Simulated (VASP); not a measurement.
# MgS (F-43m) in VASP: phonons with r2SCAN

Aim: the phonons of MgS with r2SCAN.

Program: VASP 6.6.1. These are calculated values, not measurements. Logs are shortened: lines on timing, memory, paths and dates and some standing lists are left out, and cuts for length are marked.

## Step 1: The cell of the first run

It takes space group F-43m (No. 216, cubic). Conventional cell: a = 5.666 Å, b = 5.666 Å, c = 5.666 Å, α = 90.00°, β = 90.00°, γ = 90.00°. Mg (site symmetry -43m) has 4 S at 2.45 Å within 3.2 Å. Within 3.2 Å of S (site symmetry -43m) lie 4 Mg at 2.45 Å.

## Step 2: Phonons, r2SCAN

The input, INCAR:

```
SYSTEM = MgS
  ALGO = Normal
  EDIFF = 1E-8
  ENCUT = 520
  IBRION = 6
  ISIF = 2
  ISMEAR = -1
  LASPH = .TRUE.
  LCHARG = .FALSE.
  LMIXTAU = .TRUE.
  LREAL = .FALSE.
  LWAVE = .FALSE.
  METAGGA = R2SCAN
  NELM = 60
  NFREE = 2
  NSW = 1
  POTIM = 0.015
  PREC = Accurate
  SIGMA = 0.1
```

The input, KPOINTS:

```
k-points
0
G
  3 3 3
  0 0 0
```

The input, POSCAR:

```
MgS
1.0
    0.0000000000      2.8331200000      2.8331200000
    2.8331200000      0.0000000000      2.8331200000
    2.8331200000      2.8331200000      0.0000000000
Mg S
1 1
Direct
    0.0000000000      0.0000000000      0.0000000000
    0.7500000000      0.7500000000      0.7500000000
```

Potentials or basis: VASP PAW PBE potentials, release 64 (Mg, S).

Launch:

```console
> cat potpaw_PBE.64/Mg/POTCAR potpaw_PBE.64/S/POTCAR > POTCAR
> mpirun -np 1 vasp_std > vasp.out
```

OUTCAR:

```text
SYSTEM = MgS
   EDIFF = 1E-8
   ENCUT = 520
   IBRION = 6
   ISIF = 2
   ISMEAR = -1
   LASPH = .TRUE.
   LREAL = .FALSE.
   METAGGA = R2SCAN
   NELM = 60
   NFREE = 2
   NSW = 1
   POTIM = 0.015
   PREC = Accurate

 ion  position               nearest neighbor table
   1  0.000  0.000  0.000-   2 2.45   2 2.45   2 2.45   2 2.45
   2  0.750  0.750  0.750-   1 2.45   1 2.45   1 2.45   1 2.45

  LATTYP: Found a face centered cubic cell.
 ALAT       =     5.6662400000

  Lattice vectors:

 A1 = (   0.0000000000,   2.8331200000,   2.8331200000)
 A2 = (   2.8331200000,   0.0000000000,   2.8331200000)
 A3 = (   2.8331200000,   2.8331200000,   0.0000000000)

Analysis of symmetry for initial positions (statically):
=====================================================================
 Subroutine PRICEL returns:
 Original cell was already a primitive cell.

 Routine SETGRP: Setting up the symmetry group for a
 face centered cubic supercell.

 Subroutine GETGRP returns: Found 24 space group operations
 (whereof 24 operations were pure point group operations)
 out of a pool of 48 trial point group operations.

The static configuration has the point symmetry T_d .

Analysis of symmetry for dynamics (positions and initial velocities):
=====================================================================
 Subroutine PRICEL returns:
 Original cell was already a primitive cell.

 Routine SETGRP: Setting up the symmetry group for a
 face centered cubic supercell.

 Subroutine GETGRP returns: Found 24 space group operations
 (whereof 24 operations were pure point group operations)
 out of a pool of 48 trial point group operations.

The dynamic configuration has the point symmetry T_d .

 Subroutine INISYM returns: Found 24 space group operations
 (whereof 24 operations are pure point group operations),
 and found     1 'primitive' translations

----------------------------------------------------------------------------------------

                                     Primitive cell

  volume of cell :      45.4805

  direct lattice vectors                    reciprocal lattice vectors
     0.000000000  2.833120000  2.833120000    -0.176483876  0.176483876  0.176483876
     2.833120000  0.000000000  2.833120000     0.176483876 -0.176483876  0.176483876
     2.833120000  2.833120000  0.000000000     0.176483876  0.176483876 -0.176483876

  length of vectors
     4.006636728  4.006636728  4.006636728     0.305679041  0.305679041  0.305679041

  position of ions in fractional coordinates (direct lattice)
     0.000000000  0.000000000  0.000000000
     0.750000000  0.750000000  0.750000000

  ion indices of the primitive-cell ions
   primitive index   ion index
                 1           1
                 2           2

----------------------------------------------------------------------------------------

 KPOINTS: k-points

Automatic generation of k-mesh.
 Grid dimensions read from file:
 generate k-points for:    3    3    3

 Generating k-lattice:

  Cartesian coordinates                     Fractional coordinates (reciprocal lattice)
    -0.058827959  0.058827959  0.058827959     0.333333333  0.000000000  0.000000000
     0.058827959 -0.058827959  0.058827959     0.000000000  0.333333333  0.000000000
     0.058827959  0.058827959 -0.058827959     0.000000000  0.000000000  0.333333333

  Length of vectors
     0.101893014  0.101893014  0.101893014

  Shift w.r.t. Gamma in fractional coordinates (k-lattice)
     0.000000000  0.000000000  0.000000000

 Subroutine IBZKPT returns following result:
 ===========================================

 Found      4 irreducible k-points:

 Following reciprocal coordinates:
            Coordinates               Weight
  0.000000  0.000000  0.000000      1.000000
  0.333333  0.000000  0.000000      8.000000
  0.333333  0.333333  0.000000      6.000000
 -0.333333  0.333333  0.000000     12.000000
   k-points           NKPTS =      4   k-points in BZ     NKDIM =      4   number of bands    NBANDS=      8
   number of dos      NEDOS =    301   number of ions     NIONS =      2
   total plane-waves  NPLWV =  27000
   dimension x,y,z NGX =    30 NGY =   30 NGZ =   30
   dimension x,y,z NGXF=    60 NGYF=   60 NGZF=   60
   ions per type =               1   1
   NGX,Y,Z   is equivalent  to a cutoff of  12.45, 12.45, 12.45 a.u.
   NGXF,Y,Z  is equivalent  to a cutoff of  24.90, 24.90, 24.90 a.u.
 SYSTEM =  MgS
   PREC   = accura    normal or accurate (medium, high low for compatibility)
   ISTART =      0    job   : 0-new  1-cont  2-samecut
   ICHARG =      2    charge: 1-file 2-atom 10-const
   ISPIN  =      1    spin polarized calculation?
   LNONCOLLINEAR =      F non collinear calculations
   LSORBIT =      F    spin-orbit coupling
   LASPH  =      T    aspherical Exc in radial PAW
   ENCUT  =  520.0 eV  38.22 Ry    6.18 a.u.   7.45  7.45  7.45*2*pi/ulx,y,z
   NELM   =     60;   NELMIN=  2; NELMDL= -5     # of ELM steps
   EDIFF  = 0.1E-07   stopping-criterion for ELM
   LREAL  =      F    real-space projection
   EDIFFG = 0.1E-06   stopping-criterion for IOM
   NSW    =     61    number of steps for IOM
   IBRION =      6    ionic relax: 0-MD 1-quasi-New 2-CG
   NFREE  =      2    steps in history (QN), initial steepest desc. (CG)
   ISIF   =      2    stress and relaxation
   ISYM   =      2    0-nonsym 1-usesym 2-fastsym
   POTIM  = 0.0150    time-step for ionic-motion
   TEBEG  =    0.0;   TEEND  =   0.0 temperature during run
   PSTRESS=    0.0 pullay stress
   NELECT =       8.0000    total number of electrons
   NUPDOWN=      -1.0000    fix difference up-down
   EMIN   =  10.00;   EMAX   =-10.00  energy-range for DOS
   EFERMI =   0.00;   METHOD = LEGACY
   ISMEAR =    -1;   SIGMA  =   0.10  broadening in eV -4-tet -1-fermi 0-gaus
   EFERMI_NEDOS =   21; number of points for ismear=-14 and -15
   IALGO  =     38    algorithm
   IMIX   =      4    mixing-type and parameters
     AMIX     =   0.40;   BMIX     =  1.00
     AMIX_MAG =   1.60;   BMIX_MAG =  1.00
  volume/ion in A,a.u.               =      22.74       153.46
  Fermi-wavevector in a.u.,A,eV,Ry     =   0.917269  1.733386 11.447693  0.841382
  Thomas-Fermi vector in A             =   2.042218
   LORBIT       =      0    0 simple, 1 ext, 2 COOP (PROOUT), +10 PAW based schemes
   METAGGA = R2SCAN    functional components
   LHFCALC =     F    Hartree Fock is set to
   AEXX    =    0.0000 exact exchange contribution
   IVDW    =     0    specifies the selected vdW correction
   LEPSILON=     F    determine dielectric tensor
   LRPA    =     F    only Hartree local field effects (RPA)
 finite differences with symmetry
 non-spin polarized calculation
  energy-cutoff  :      520.00
  volume of cell :       45.48
 maximum number of plane-waves:      1243
 NGX is ok and might be reduce to    30
   NGX = 15   NGY = 15   NGZ = 15

--------------------------------------- Ionic step        1  -------------------------------------------

 number of electron       8.0000001 magnetization

 Free energy of the ion-electron system (eV)
  ---------------------------------------------------
  ext. energy  EPLUGINS =         0.00000000
  ---------------------------------------------------
  free energy    TOTEN  =       -15.37024217 eV

  energy without entropy =      -15.37024217  energy(sigma->0) =      -15.37024217

------------------------ aborting loop because EDIFF is reached ----------------------------------------

  FORCE on cell =-STRESS in cart. coord.  units (eV):
  Direction    XX          YY          ZZ          XY          YZ          ZX
  --------------------------------------------------------------------------------------
  -------------------------------------------------------------------------------------
  Total        0.0086835      0.0086835      0.0086835     -0.0000000     -0.0000000      0.0000000
  in kB        0.3058994      0.3058994      0.3058994     -0.0000000     -0.0000000      0.0000000
  external PRESSURE =       0.3058994 kB  Pullay stress =       0.0000000 kB
[... 131 lines left out ...]
--------------------------------------- Ionic step        5  -------------------------------------------

 number of electron       8.0000001 magnetization

 Free energy of the ion-electron system (eV)
  ---------------------------------------------------
  ext. energy  EPLUGINS =         0.00000000
  ---------------------------------------------------
  free energy    TOTEN  =       -15.36959674 eV

  energy without entropy =      -15.36959674  energy(sigma->0) =      -15.36959674

 E-fermi :   2.9008     XC(G=0):  -8.7499

 val. band max:        0.8204003373   @ k =   0.0000   0.0000   0.0000
 cond. band min:       4.8945025205   @ k =   0.0000   0.0000   0.0000
 fundamental gap:      4.0741021832
 Fermi energy:         2.9007802268

 k-point     1 :       0.0000    0.0000    0.0000
  band No.  band energies     occupation
      1     -10.9249      2.00000
      2       0.7817      2.00000
      3       0.8013      2.00000
      4       0.8204      2.00000
      5       4.8945      0.00000
      6       9.3583      0.00000
      7       9.3613      0.00000
      8       9.3645      0.00000
[... 104 lines left out ...]
  FREE ENERGIE OF THE ION-ELECTRON SYSTEM (eV)
  ---------------------------------------------------
  free  energy   TOTEN  =       -15.3695967438 eV

  energy  without entropy=      -15.3695967429  energy(sigma->0) =      -15.36959674

 INTERNAL STRAIN TENSORS FROM DISPLACED ATOMS
 ============================================

 INTERNAL STRAIN TENSOR FOR ION    1 for displacements in x,y,z  (eV/Angst):
          X           Y           Z          XY          YZ          ZX
  --------------------------------------------------------------------------------
  x    -0.00000     0.00000     0.00000     0.00000    -5.80274     0.00000
  y     0.00000     0.00000     0.00000     0.00000     0.00000    -5.80274
  z     0.00000     0.00000    -0.00000    -5.80274     0.00000     0.00000

 INTERNAL STRAIN TENSOR FOR ION    2 for displacements in x,y,z  (eV/Angst):
          X           Y           Z          XY          YZ          ZX
  --------------------------------------------------------------------------------
  x     0.00000     0.00000     0.00000     0.00000     5.74468     0.00000
  y     0.00000     0.00000     0.00000    -0.00000     0.00000     5.74468
  z     0.00000     0.00000     0.00000     5.74468     0.00000     0.00000

 Eigenvectors and eigenvalues of the dynamical matrix
 ----------------------------------------------------

   1 f  =   10.044116 THz    63.109042 2PiTHz  335.035648 cm-1    41.539108 meV
             X         Y         Z           dx          dy          dz
      0.000000  0.000000  0.000000     0.000000    0.757590    0.000000
      4.249680  4.249680  4.249680     0.000000   -0.652731    0.000000
[... 21 lines left out ...]
   6 f/i=    0.051796 THz     0.325444 2PiTHz    1.727727 cm-1     0.214211 meV
             X         Y         Z           dx          dy          dz
      0.000000  0.000000  0.000000     0.000000    0.000000   -0.652731
      4.249680  4.249680  4.249680     0.000000    0.000000   -0.757590

 ELASTIC MODULI CONTR FROM IONIC RELAXATION (kBar)
 Direction    XX          YY          ZZ          XY          YZ          ZX
 --------------------------------------------------------------------------------
 XX          -0.0000     -0.0000     -0.0000     -0.0000     -0.0000     -0.0000
 YY          -0.0000     -0.0000     -0.0000     -0.0000     -0.0000     -0.0000
 ZZ          -0.0000     -0.0000     -0.0000     -0.0000     -0.0000     -0.0000
 XY          -0.0000     -0.0000     -0.0000   -206.0741     -0.0000      0.0000
 YZ          -0.0000     -0.0000     -0.0000     -0.0000   -206.0741     -0.0000
 ZX          -0.0000     -0.0000     -0.0000      0.0000     -0.0000   -206.0741
 --------------------------------------------------------------------------------
```

Wall time 7 min (1 thread of Intel Xeon 6975P-C, shared host); peak memory 0.18 GiB.

What came out:

* Highest phonon frequency at Γ, LO-TO splitting left out: 335 cm⁻¹

Phonon frequencies in cm⁻¹ (negative: imaginary):
| q point | frequencies |
| --- | --- |
| (0.000, 0.000, 0.000) | -2 -2 -2 335 335 335 |

Caveat: the k points lie up to 0.64 Å⁻¹ apart; the PAW data sets were made with another functional, which shifts forces and pressure a little.
